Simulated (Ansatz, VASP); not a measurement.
# Be in VASP and in Ansatz

File INCAR:

```
SYSTEM = Be
PREC = Accurate ; ENCUT = 520
EDIFF = 1E-7 ; ISMEAR = 0
SIGMA = 0.1 ; LREAL = .FALSE.
LASPH = .TRUE. ; NELM = 60
ALGO = Normal ; ISIF = 2
LWAVE = .FALSE. ; LCHARG = .FALSE.
GGA = PS ; NBANDS = 10
```

The input KPOINTS:

```
Automatic mesh
0
G
  12 12 16
  0 0 0
```

The input POSCAR:

```
Be
1.0
    4.7906666376      0.0000000000      0.0000000000
   -2.3953333187      4.1488390091      0.0000000000
    0.0000000000      0.0000000000      2.5876503659
Be
3
Direct
    0.0000000000      0.6657832900      0.0000000000
    0.3342167100      0.3342167100      0.0000000000
    0.6657832900      0.0000000000      0.0000000000
```

Input for Ansatz:

```yaml
crystal:
  lattice:
    - [4.7906666376, 0.0, 0.0]
    - [-2.3953333187, 4.1488390091, 0.0]
    - [0.0, 0.0, 2.5876503659]
  atoms:
    - { symbol: Be, position: [0.0, 0.66578329, 0.0] }
    - { symbol: Be, position: [0.33421671, 0.33421671, 0.0] }
    - { symbol: Be, position: [0.66578329, 0.0, 0.0] }
basis:
  ecutwfc: 420
kpoints:
  mp_grid: { grid: [12, 12, 16] }
hamiltonian:
  xc: pbesol
scf:
  occupations: { method: gaussian, width: 0.1 }
output:
  forces: true
  stress: true
  eigenvalues: true
```

Alike in both runs: task single point; functional PBEsol; k mesh 12 × 12 × 16; occupations gaussian, width 0.1 eV; no spin polarisation.

|  | VASP | Ansatz |
| --- | --- | --- |
| version | VASP 6.6.1 | Ansatz 0.2.0 |
| potentials or method | VASP PAW PBE potentials, release 64 (Be), cutoff 520 eV | scalar-relativistic, plane waves, PAW |
| valence electrons in the cell | 6 | 6 |

Ansatz gave:

* gap on the k mesh at the Fermi level (eV): none
* pressure (GPa): -19.3
* traceless stress, the component that is largest in VASP (GPa): 7.27

Which values does VASP return?

gap on the k mesh at the Fermi level (eV): none; pressure (GPa): -19.3; traceless stress, the component that is largest in VASP (GPa): 7.28.

VASP's potentials were made for PBE, not for PBEsol. A gap of «none» marks a metal or a gap that the smearing closes.
